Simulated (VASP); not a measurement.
# Sc3C (P6_3/mmc) in VASP: a series of runs

The runs below take Sc3C through single point, with PBE.

Everything below comes from runs of VASP 6.6.1. Logs are shortened: lines on timing, memory, paths and dates and some standing lists are left out, and cuts for length are marked.

## (1) The cell of the first run

Symmetry: P6_3/mmc, No. 194, hexagonal system. Conventional cell: a = 8.469 Å, b = 8.469 Å, c = 3.029 Å, α = 90.00°, β = 90.00°, γ = 120.00°. Within 3.1 Å of Sc (site symmetry mm2) lie 2 C at 2.27 Å and 4 Sc at 2.93 to 3.03 Å. Within 3.1 Å of C (site symmetry -6m2) lie 6 Sc at 2.27 Å and 2 C at 3.03 Å.

## (2) Single point, PBE

INCAR reads:

```
PREC     = Accurate       # precision mode
ENCUT    = 520            # plane-wave cutoff, eV
EDIFF    = 1E-6           # SCF threshold, eV
ISMEAR   = 0              # smearing method
SIGMA    = 0.1            # smearing width, eV
LREAL    = False          # projectors in reciprocal space
LASPH    = True           # aspherical terms in the spheres
NELM     = 100            # most SCF steps
ALGO     = Normal         # electronic algorithm
ISIF     = 2              # what is computed and relaxed
LWAVE    = False          # write WAVECAR
LCHARG   = True           # write CHGCAR
GGA      = PE             # functional
LELF     = True           # ELF
LVHAR    = True         
NBANDS   = 47             # bands
```

KPOINTS reads:

```
regular mesh
0
Gamma
  3 3 6
```

POSCAR reads:

```
Sc3C
1.0
    8.4687479600      0.0000000000      0.0000000000
   -4.2343739800      7.3341508716      0.0000000000
    0.0000000000      0.0000000000      3.0289831339
Sc C
6 2
Direct
    0.7820112487      0.5640224974      0.2500000000
    0.2179887513      0.7820112487      0.7500000000
    0.4359775026      0.2179887513      0.2500000000
    0.2179887513      0.4359775026      0.7500000000
    0.7820112487      0.2179887513      0.2500000000
    0.5640224974      0.7820112487      0.7500000000
    0.3333333333      0.6666666667      0.2500000000
    0.6666666667      0.3333333333      0.7500000000
```

Potentials or basis: VASP PAW PBE potentials, release 64 (Sc_sv, C).

Started as:

```
$ cat potpaw_PBE.64/Sc_sv/POTCAR potpaw_PBE.64/C/POTCAR > POTCAR
$ mpirun -np 1 vasp_std > vasp.out
```

OUTCAR:

```text
PREC = Accurate
   ENCUT = 520
   EDIFF = 1E-6
   ISMEAR = 0
   LREAL = False
   LASPH = True
   NELM = 100
   ISIF = 2
   GGA = PE

 ion  position               nearest neighbor table
   1  0.782  0.564  0.250-   8 2.27   8 2.27   3 2.93   5 2.93
   2  0.218  0.782  0.750-   7 2.27   7 2.27   4 2.93   6 2.93
   3  0.436  0.218  0.250-   8 2.27   8 2.27   1 2.93   5 2.93
   4  0.218  0.436  0.750-   7 2.27   7 2.27   2 2.93   6 2.93
   5  0.782  0.218  0.250-   8 2.27   8 2.27   1 2.93   3 2.93
   6  0.564  0.782  0.750-   7 2.27   7 2.27   4 2.93   2 2.93
   7  0.333  0.667  0.250-   2 2.27   2 2.27   4 2.27   4 2.27   6 2.27   6 2.27
   8  0.667  0.333  0.750-   5 2.27   5 2.27   1 2.27   1 2.27   3 2.27   3 2.27

  LATTYP: Found a hexagonal cell.
 ALAT       =     8.4687479600
 C/A-ratio  =     0.3576659913

  Lattice vectors:

 A1 = (   8.4687479600,   0.0000000000,   0.0000000000)
 A2 = (  -4.2343739800,   7.3341508716,   0.0000000000)
 A3 = (   0.0000000000,   0.0000000000,   3.0289831339)

Analysis of symmetry for initial positions (statically):
=====================================================================
 Subroutine PRICEL returns:
 Original cell was already a primitive cell.

 Routine SETGRP: Setting up the symmetry group for a
 hexagonal supercell.

 Subroutine GETGRP returns: Found 24 space group operations
 (whereof 12 operations were pure point group operations)
 out of a pool of 24 trial point group operations.

The static configuration has the point symmetry D_3d.
 The point group associated with its full space group is D_6h.

Analysis of symmetry for dynamics (positions and initial velocities):
=====================================================================
 Subroutine PRICEL returns:
 Original cell was already a primitive cell.

 Routine SETGRP: Setting up the symmetry group for a
 hexagonal supercell.

 Subroutine GETGRP returns: Found 24 space group operations
 (whereof 12 operations were pure point group operations)
 out of a pool of 24 trial point group operations.

The dynamic configuration has the point symmetry D_3d.
 The point group associated with its full space group is D_6h.

 Subroutine INISYM returns: Found 24 space group operations
 (whereof 12 operations are pure point group operations),
 and found     1 'primitive' translations

----------------------------------------------------------------------------------------

                                     Primitive cell

  volume of cell :     188.1334

  direct lattice vectors                    reciprocal lattice vectors
     8.468747960  0.000000000  0.000000000     0.118081209  0.068174218  0.000000000
    -4.234373980  7.334150872  0.000000000     0.000000000  0.136348436  0.000000000
     0.000000000  0.000000000  3.028983134     0.000000000  0.000000000  0.330143799

  length of vectors
     8.468747960  8.468747960  3.028983134     0.136348436  0.136348436  0.330143799

  position of ions in fractional coordinates (direct lattice)
     0.782011249  0.564022497  0.250000000
     0.217988751  0.782011249  0.750000000
     0.435977503  0.217988751  0.250000000
     0.217988751  0.435977503  0.750000000
     0.782011249  0.217988751  0.250000000
     0.564022497  0.782011249  0.750000000
     0.333333333  0.666666667  0.250000000
     0.666666667  0.333333333  0.750000000

  ion indices of the primitive-cell ions
   primitive index   ion index
                 1           1
                 2           2
                 3           3
                 4           4
                 5           5
                 6           6
                 7           7
                 8           8

----------------------------------------------------------------------------------------

 KPOINTS: regular mesh

Automatic generation of k-mesh.
 Grid dimensions read from file:
 generate k-points for:    3    3    6

 Generating k-lattice:

  Cartesian coordinates                     Fractional coordinates (reciprocal lattice)
     0.039360403  0.022724739  0.000000000     0.333333333 -0.000000000  0.000000000
     0.000000000  0.045449479  0.000000000     0.000000000  0.333333333  0.000000000
     0.000000000  0.000000000  0.055023967     0.000000000  0.000000000  0.166666667

  Length of vectors
     0.045449479  0.045449479  0.055023967

  Shift w.r.t. Gamma in fractional coordinates (k-lattice)
     0.000000000  0.000000000  0.000000000

 Subroutine IBZKPT returns following result:
 ===========================================

 Found     12 irreducible k-points:

 Following reciprocal coordinates:
            Coordinates               Weight
  0.000000  0.000000  0.000000      1.000000
  0.333333  0.000000  0.000000      6.000000
  0.333333  0.333333  0.000000      2.000000
  0.000000  0.000000  0.166667      2.000000
  0.333333  0.000000  0.166667     12.000000
  0.333333  0.333333  0.166667      4.000000
  0.000000  0.000000  0.333333      2.000000
  0.333333  0.000000  0.333333     12.000000
  0.333333  0.333333  0.333333      4.000000
  0.000000  0.000000  0.500000      1.000000
  0.333333  0.000000  0.500000      6.000000
  0.333333  0.333333  0.500000      2.000000
   k-points           NKPTS =     12   k-points in BZ     NKDIM =     12   number of bands    NBANDS=     47
   number of dos      NEDOS =    301   number of ions     NIONS =      8
   total plane-waves  NPLWV =  98304
   dimension x,y,z NGX =    64 NGY =   64 NGZ =   24
   dimension x,y,z NGXF=   128 NGYF=  128 NGZF=   48
   ions per type =               6   2
   NGX,Y,Z   is equivalent  to a cutoff of  12.56, 12.56, 13.17 a.u.
   NGXF,Y,Z  is equivalent  to a cutoff of  25.13, 25.13, 26.34 a.u.
 SYSTEM =  unknown system
   PREC   = accura    normal or accurate (medium, high low for compatibility)
   ISTART =      0    job   : 0-new  1-cont  2-samecut
   ICHARG =      2    charge: 1-file 2-atom 10-const
   ISPIN  =      1    spin polarized calculation?
   LNONCOLLINEAR =      F non collinear calculations
   LSORBIT =      F    spin-orbit coupling
   LASPH  =      T    aspherical Exc in radial PAW
   ENCUT  =  520.0 eV  38.22 Ry    6.18 a.u.  15.75 15.75  5.63*2*pi/ulx,y,z
   NELM   =    100;   NELMIN=  2; NELMDL= -5     # of ELM steps
   EDIFF  = 0.1E-05   stopping-criterion for ELM
   LREAL  =      F    real-space projection
   EDIFFG = 0.1E-04   stopping-criterion for IOM
   NSW    =      0    number of steps for IOM
   IBRION =     -1    ionic relax: 0-MD 1-quasi-New 2-CG
   NFREE  =      0    steps in history (QN), initial steepest desc. (CG)
   ISIF   =      2    stress and relaxation
   ISYM   =      2    0-nonsym 1-usesym 2-fastsym
   POTIM  = 0.5000    time-step for ionic-motion
   TEBEG  =    0.0;   TEEND  =   0.0 temperature during run
   PSTRESS=    0.0 pullay stress
   NELECT =      74.0000    total number of electrons
   NUPDOWN=      -1.0000    fix difference up-down
   EMIN   =  10.00;   EMAX   =-10.00  energy-range for DOS
   EFERMI =   0.00;   METHOD = LEGACY
   ISMEAR =     0;   SIGMA  =   0.10  broadening in eV -4-tet -1-fermi 0-gaus
   EFERMI_NEDOS =   21; number of points for ismear=-14 and -15
   IALGO  =     38    algorithm
   IMIX   =      4    mixing-type and parameters
     AMIX     =   0.40;   BMIX     =  1.00
     AMIX_MAG =   1.60;   BMIX_MAG =  1.00
  volume/ion in A,a.u.               =      23.52       158.70
  Fermi-wavevector in a.u.,A,eV,Ry     =   1.199490  2.266708 19.575752  1.438777
  Thomas-Fermi vector in A             =   2.335352
   LORBIT       =      0    0 simple, 1 ext, 2 COOP (PROOUT), +10 PAW based schemes
   GGA     = PE    functional components
   LHFCALC =     F    Hartree Fock is set to
   AEXX    =    0.0000 exact exchange contribution
   IVDW    =     0    specifies the selected vdW correction
   LEPSILON=     F    determine dielectric tensor
   LRPA    =     F    only Hartree local field effects (RPA)
 non-spin polarized calculation
 Gauss-broadening in eV      SIGMA  =   0.10
  energy-cutoff  :      520.00
  volume of cell :      188.13
 maximum number of plane-waves:      5124
 NGX is ok and might be reduce to    64
   NGX = 31   NGY = 31   NGZ = 11

 number of electron      74.0000004 magnetization

 Free energy of the ion-electron system (eV)
  ---------------------------------------------------
  ext. energy  EPLUGINS =         0.00000000
  ---------------------------------------------------
  free energy    TOTEN  =       -54.21165961 eV

  energy without entropy =      -54.15537891  energy(sigma->0) =      -54.18351926

 E-fermi :   2.9928     XC(G=0):  -9.1785

 val. band max:        2.9054282637   @ k =   0.3333   0.3333   0.0000
 cond. band min:       3.0000177537   @ k =   0.3333   0.0000   0.0000
 fundamental gap:      0.0945894900
 Fermi energy:         2.9927653715

 k-point     1 :       0.0000    0.0000    0.0000
  band No.  band energies     occupation
      1     -46.6947      2.00000
      2     -46.6804      2.00000
      3     -46.6349      2.00000
      4     -46.6349      2.00000
      5     -46.6282      2.00000
      6     -46.6282      2.00000
[... 39 lines left out ...]
     46       4.7450      0.00000
     47       4.7450      0.00000

 k-point     2 :       0.3333    0.0000    0.0000
  band No.  band energies     occupation
      1     -46.6918      2.00000
      2     -46.6836      2.00000
      3     -46.6367      2.00000
      4     -46.6351      2.00000
      5     -46.6281      2.00000
      6     -46.6261      2.00000
[... 39 lines left out ...]
     46       4.3255      0.00000
     47       4.6656      0.00000

 k-point     3 :       0.3333    0.3333    0.0000
  band No.  band energies     occupation
      1     -46.6878      2.00000
      2     -46.6878      2.00000
      3     -46.6385      2.00000
      4     -46.6313      2.00000
      5     -46.6313      2.00000
      6     -46.6246      2.00000
[... 439 lines left out ...]
     46       4.7175      0.00000
     47       4.7395      0.00000

 k-point    12 :       0.3333    0.3333    0.5000
  band No.  band energies     occupation
      1     -46.6364      2.00000
      2     -46.6364      2.00000
      3     -46.5827      2.00000
      4     -46.5827      2.00000
      5     -46.5827      2.00000
      6     -46.5827      2.00000
[... 39 lines left out ...]
     46       4.6197      0.00000
     47       4.6707      0.00000

------------------------ aborting loop because EDIFF is reached ----------------------------------------

  FORCE on cell =-STRESS in cart. coord.  units (eV):
  Direction    XX          YY          ZZ          XY          YZ          ZX
  --------------------------------------------------------------------------------------
  -------------------------------------------------------------------------------------
  Total       -0.1672959     -0.1672959      0.6157409     -0.0000000      0.0000000     -0.0000000
  in kB       -1.4247213     -1.4247213      5.2437583     -0.0000000      0.0000000     -0.0000000
  external PRESSURE =       0.7981052 kB  Pullay stress =       0.0000000 kB

 VOLUME and BASIS-vectors are now :
 -----------------------------------------------------------------------------
  energy-cutoff  :      520.00
  volume of cell :      188.13
      direct lattice vectors                 reciprocal lattice vectors
     8.468747960  0.000000000  0.000000000     0.118081209  0.068174218  0.000000000
    -4.234373980  7.334150872  0.000000000     0.000000000  0.136348436  0.000000000
     0.000000000  0.000000000  3.028983134     0.000000000  0.000000000  0.330143799

 POSITION                                       TOTAL-FORCE (eV/Angst)
 -----------------------------------------------------------------------------------
      4.23437      4.13663      0.75725         0.000000      0.021413      0.000000
     -1.46524      5.73539      2.27174        -0.018544      0.010707     -0.000000
      2.76914      1.59876      0.75725        -0.018544     -0.010707     -0.000000
      0.00000      3.19752      2.27174         0.000000     -0.021413     -0.000000
      5.69961      1.59876      0.75725         0.018544     -0.010707      0.000000
      1.46524      5.73539      2.27174         0.018544      0.010707     -0.000000
     -0.00000      4.88943      0.75725         0.000000     -0.000000      0.000000
      4.23437      2.44472      2.27174         0.000000     -0.000000      0.000000
 -----------------------------------------------------------------------------------
    total drift:                                0.000001     -0.000000      0.000000

  FREE ENERGIE OF THE ION-ELECTRON SYSTEM (eV)
  ---------------------------------------------------
  free  energy   TOTEN  =       -54.2116596070 eV

  energy  without entropy=      -54.1553789085  energy(sigma->0) =      -54.18351926
```

Wall time 3.5 min (1 thread of Intel Xeon 8259CL, shared host); peak memory 0.33 GiB.

What came out:

- Free energy: -54.2117 eV
- Pressure: 0.1 GPa
- Largest force: 0.021 eV/Å
- Band gap on the k mesh: zero (bands 37 and 38 overlap by 0.53 eV)

Forces in eV/Å, atoms in the order of the input:
```
Sc   0.000  0.021  0.000
Sc  -0.019  0.011  0.000
Sc  -0.019 -0.011  0.000
Sc   0.000 -0.021  0.000
Sc   0.019 -0.011  0.000
Sc   0.019  0.011  0.000
C    0.000  0.000  0.000
C    0.000  0.000  0.000
```

Stress tensor (GPa, compression positive):
```
-0.14  0.00  0.00
 0.00 -0.14  0.00
 0.00  0.00  0.52
```

## (3) Single point, PBE

This run uses another cell than the first one, of 23.27 Å³/atom.

INCAR reads:

```
SYSTEM = Sc3C
PREC = Accurate
ENCUT = 520
EDIFF = 1E-6
ISMEAR = 0
SIGMA = 0.1
LREAL = .False.
LASPH = .True.
NELM = 100
ALGO = Normal
ISIF = 2
LWAVE = .False.
LCHARG = .True.
GGA = PE
LELF = .True.
LVHAR = .True.
NBANDS = 47
```

KPOINTS reads:

```
Automatic mesh
0
Gamma
  3 3 4
  0 0 0
```

POSCAR reads:

```
Sc3C
1.0
    8.4194766421      0.0000000000      0.0000000000
   -4.2097383211      7.2914806586      0.0000000000
    0.0000000000      0.0000000000      3.0322500085
Sc C
6 2
Direct
    0.7820243269      0.5640486539      0.2500000000
    0.2179756731      0.7820243269      0.7500000000
    0.4359513461      0.2179756731      0.2500000000
    0.2179756731      0.4359513461      0.7500000000
    0.7820243269      0.2179756731      0.2500000000
    0.5640486539      0.7820243269      0.7500000000
    0.3333333333      0.6666666667      0.2500000000
    0.6666666667      0.3333333333      0.7500000000
```

Potentials or basis: VASP PAW PBE potentials, release 64 (Sc_sv, C).

Started as:

```
$ cat potpaw_PBE.64/Sc_sv/POTCAR potpaw_PBE.64/C/POTCAR > POTCAR
$ mpirun -np 1 vasp_std > vasp.out
```

Wall time 3.1 min (1 thread of Intel Xeon 8259CL, shared host); peak memory 0.32 GiB.

It converged, with:

| Property | Result |
| --- | --- |
| Free energy | -54.2239 eV |
| Pressure | 0.5 GPa |
| Largest force | 0.052 eV/Å |
| Band gap on the k mesh | zero (bands 37 and 38 overlap by 0.53 eV) |

Forces in eV/Å, atoms in the order of the input:
```
Sc   0.000  0.052  0.000
Sc  -0.045  0.026  0.000
Sc  -0.045 -0.026  0.000
Sc   0.000 -0.052  0.000
Sc   0.045 -0.026  0.000
Sc   0.045  0.026  0.000
C    0.000  0.000  0.000
C    0.000  0.000  0.000
```

Stress tensor (GPa, compression positive):
```
0.52 0.00 0.00
0.00 0.52 0.00
0.00 0.00 0.36
```

Levels at points of the mesh, in eV from the Fermi level:
| k point | band 34 | band 35 | band 36 | band 37 | band 38 | band 39 | band 40 | band 41 |
| --- | --- | --- | --- | --- | --- | --- | --- | --- |
| (0.00, 0.00, 0.00) | -0.97 | -0.46 | -0.30 | -0.30 | -0.21 | -0.21 | -0.18 | -0.18 |
| (0.00, 0.00, 0.50) | -0.35 | 0.15 | 0.15 | 0.15 | 0.15 | 0.47 | 0.47 | 0.47 |

Caveat: the k points lie up to 0.52 Å⁻¹ apart, too coarse for converged energies and pressures of a metal.

The gap in the log of VASP goes by the Fermi energy; the results here count the filled bands.